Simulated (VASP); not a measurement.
Wanted: the native input for a VASP 6.6.1 run.

* Task: single point
* Functional: PBEsol
* Potentials or basis: VASP PAW PBE potentials, release 64 (Sn_d, Zn, Cu, S)
* Cutoff: 520 eV
* k mesh: 6 × 6 × 6
* Occupations: fermi-dirac, width 0.05 eV
* Spin: no spin polarisation
* Dipole correction: no
* Further INCAR settings: ALGO = Normal; EDIFF = 1e-07; NBANDS = 46

The structure of ZnCu2SnS4 lies in POSCAR:

```
ZnCu2SnS4
1.0
   -2.6984915400      2.6984915400      5.3955884400
    2.6984915400     -2.6984915400      5.3955884400
    2.6984915400      2.6984915400     -5.3955884400
Sn Zn Cu S
1 1 2 4
Direct
    0.5000000000      0.5000000000      0.0000000000
    0.0000000000      0.0000000000      0.0000000000
    0.7500000000      0.2500000000      0.5000000000
    0.2500000000      0.7500000000      0.5000000000
    0.1087770700      0.1087770700      0.4840744100
    0.6247026600      0.6247026600      0.5159255900
    0.3752973400      0.8912229300      0.0000000000
    0.8912229300      0.3752973400      0.0000000000
```

These files were run (other wordings do the same):

INCAR

```
ALGO = Normal
EDIFF = 1E-7
ENCUT = 520
GGA = PS
ISIF = 2
ISMEAR = -1
LASPH = True
LCHARG = False
LREAL = False
LWAVE = False
NBANDS = 46
NELM = 80
PREC = Accurate
SIGMA = 0.05
```

KPOINTS

```
k-points
0
Gamma
  6 6 6
```

Potentials or basis: VASP PAW PBE potentials, release 64 (Sn_d, Zn, Cu, S).

Command:

```console
$ cat potpaw_PBE.64/Sn_d/POTCAR potpaw_PBE.64/Zn/POTCAR potpaw_PBE.64/Cu/POTCAR potpaw_PBE.64/S/POTCAR > POTCAR
$ mpirun -np 1 vasp_std > vasp.out
```

Results of the run:

```
Pressure      : -0.7 GPa
Largest force : 0.167 eV/Å
```

Caveat: the PAW data sets were made with another functional, which shifts forces and pressure a little.

Run time: 3.7 min on 1 thread of Intel(R) Xeon(R) 6975P-C (Granite Rapids) (shared host), peak memory 0.47 GiB.
